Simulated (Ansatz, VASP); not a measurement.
Two plane-wave programs on MgO

```
Mg O
1.0
     3.28175    0.00000    0.00000
    -1.64087    2.84208    0.00000
     0.00000    0.00000    5.08605
Mg O
2 2
Direct
  0.33333 0.66667 0.96824
  0.66667 0.33333 0.46824
  0.33333 0.66667 0.40094
  0.66667 0.33333 0.90094
```

Alike in both runs: task single point; functional PBEsol; k mesh 9 × 9 × 6; occupations gaussian, width 0.05 eV; no spin polarisation.

```csv
,VASP,Ansatz
version,VASP 6.6.1,Ansatz 0.2.0
potentials or method,"VASP PAW PBE potentials, release 64 (Mg, O), cutoff 520 eV","scalar-relativistic, plane waves, PAW"
valence electrons in the cell,16,32
```

```csv
,VASP,Ansatz,Ansatz less VASP
gap on the k mesh at the Fermi level (eV),3.11,3.12,+0.007
least direct gap on the mesh (eV),3.11,3.12,+0.007
pressure (GPa),1.2,1.4,+0.24
"traceless stress, the component that is largest in VASP (GPa)",-10.75,-10.63,+0.124
rms of the force components (eV/Å),0.403,0.397,-0.0061
```

VASP's potentials were made for PBE, not for PBEsol, and Ansatz warns of the same on its side. Atom by atom the forces differ by 0.006 eV/Å (rms over components). VASP's potentials hold 16 valence electrons a cell and Ansatz's 32, so a difference there can come from the potentials and not from the codes.
